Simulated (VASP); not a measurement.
Input of a VASP 6.6.1 run:

POSCAR

```
C
1.0
    0.0000000000      1.6942300000      1.7834000000
    1.6942300000      0.0000000000      1.7834000000
    1.6942300000      1.6942300000      0.0000000000
C
2
Direct
    0.5000000000      0.5000000000      0.5000000000
    0.7500000000      0.7500000000      0.7500000000
```

Contents of INCAR.step1:

```
SYSTEM = C
  ALGO = Normal
  EDIFF = 1E-4
  ENCUT = 520
  GGA = PE
  ISMEAR = 0
  LASPH = .True.
  LCHARG = .False.
  LREAL = .False.
  LWAVE = .True.
  NBANDS = 11
  NELM = 80
  PREC = Accurate
  SIGMA = 0.05
```

INCAR.step2

```
SYSTEM = C
  ALGO = Normal
  EDIFF = 1E-6
  ENCUT = 520
  ISIF = 2
  ISMEAR = 0
  ISTART = 1
  LASPH = .True.
  LCHARG = .False.
  LMIXTAU = .True.
  LREAL = .False.
  LWAVE = .False.
  METAGGA = R2SCAN
  NBANDS = 11
  NELM = 80
  PREC = Accurate
  SIGMA = 0.05
```

Contents of KPOINTS:

```
k-points
0
Gamma
  12 12 12
  0 0 0
```

Potentials or basis: VASP PAW PBE potentials, release 64 (C).

Command:

```sh
$ cat potpaw_PBE.64/C/POTCAR > POTCAR
$ cp INCAR.step1 INCAR
$ mpirun -np 1 vasp_std > vasp.out
$ cp INCAR.step2 INCAR
$ mpirun -np 1 vasp_std > vasp.out
```

Question: Predict the pressure.

Answer: 53.8 GPa.

Question: What does it give for the band gap on the k mesh?

Answer: 3.87 eV, indirect (least direct gap 5.60 eV).

Stress tensor (GPa, compression positive):
```
73.62  0.00  0.00
 0.00 73.62  0.00
 0.00  0.00 14.22
```

Caveat: the cell differs from its parent crystal (strain -0.0500 x Voigt [1, 1, 0, 0, 0, 0]); the PAW data sets were made with another functional, which shifts forces and pressure a little. A k mesh can miss the band edges.
